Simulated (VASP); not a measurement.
A run of VASP 6.6.1 is set up as follows.

POSCAR

```
Cs2SnI6
1.0
    0.0000000000      5.8150000000      5.8150000000
    5.8150000000      0.0000000000      5.8150000000
    5.8150000000      5.8150000000      0.0000000000
Cs Sn I
2 1 6
Direct
    0.2500000000      0.2500000000      0.2500000000
    0.7500000000      0.7500000000      0.7500000000
    0.0000000000      0.0000000000      0.0000000000
    0.7512468974      0.2487531026      0.2487531026
    0.2487531026      0.7512468974      0.2487531026
    0.2487531026      0.7512468974      0.7512468974
    0.7512468974      0.2487531026      0.7512468974
    0.2487531026      0.2487531026      0.7512468974
    0.7512468974      0.7512468974      0.2487531026
```

The input INCAR.step1:

```
ALGO     = Normal         # electronic algorithm
EDIFF    = 1E-5           # SCF threshold, eV
ENCUT    = 440            # plane-wave cutoff, eV
GGA      = PE             # functional
GGA_COMPAT= F            
ISMEAR   = -1             # smearing method
LASPH    = T              # aspherical terms in the spheres
LCHARG   = F              # write CHGCAR
LREAL    = F              # projectors in reciprocal space
LWAVE    = T              # write WAVECAR
NBANDS   = 47             # bands
NELM     = 120            # most SCF steps
PREC     = Accurate       # precision mode
SIGMA    = 0.02           # smearing width, eV
```

The input INCAR.step2:

```
ALGO     = Normal         # electronic algorithm
EDIFF    = 1E-7           # SCF threshold, eV
ENCUT    = 440            # plane-wave cutoff, eV
GGA_COMPAT= F            
ISIF     = 2              # what is computed and relaxed
ISMEAR   = -1             # smearing method
ISTART   = 1            
LASPH    = T              # aspherical terms in the spheres
LCHARG   = F              # write CHGCAR
LEFG     = T            
LMIXTAU  = T            
LREAL    = F              # projectors in reciprocal space
LWAVE    = F              # write WAVECAR
METAGGA  = R2SCAN         # meta-GGA
NBANDS   = 47             # bands
NELM     = 120            # most SCF steps
PREC     = Accurate       # precision mode
SIGMA    = 0.02           # smearing width, eV
```

The input KPOINTS:

```
k-points
0
Gamma
  5 5 5
```

Potentials or basis: VASP PAW PBE potentials, release 64 (Cs_sv, Sn_d, I).

Launch:

```bash
$ cat potpaw_PBE.64/Cs_sv/POTCAR potpaw_PBE.64/Sn_d/POTCAR potpaw_PBE.64/I/POTCAR > POTCAR
$ cp INCAR.step1 INCAR
$ mpirun -np 1 vasp_std > vasp.out
$ cp INCAR.step2 INCAR
$ mpirun -np 1 vasp_std > vasp.out
```

(1) Estimate the band gap on the k mesh.

(2) Estimate the pressure.

(3) What does it give for the largest force?

## Answers

(1) 0.19 eV.

(2) 0.4 GPa.

(3) 0.144 eV/Å.

Caveat: semilocal functionals underestimate gaps, and a narrow one can read as zero; without QUAD_EFG the Cq values of the log hold for a quadrupole moment of 1 mb, not for the nuclei; the PAW data sets were made with another functional, which shifts forces and pressure a little; spin-orbit coupling is left out, which moves the levels of the heavy elements; an odd mesh through Γ misses points on the zone boundary, where band edges can lie.
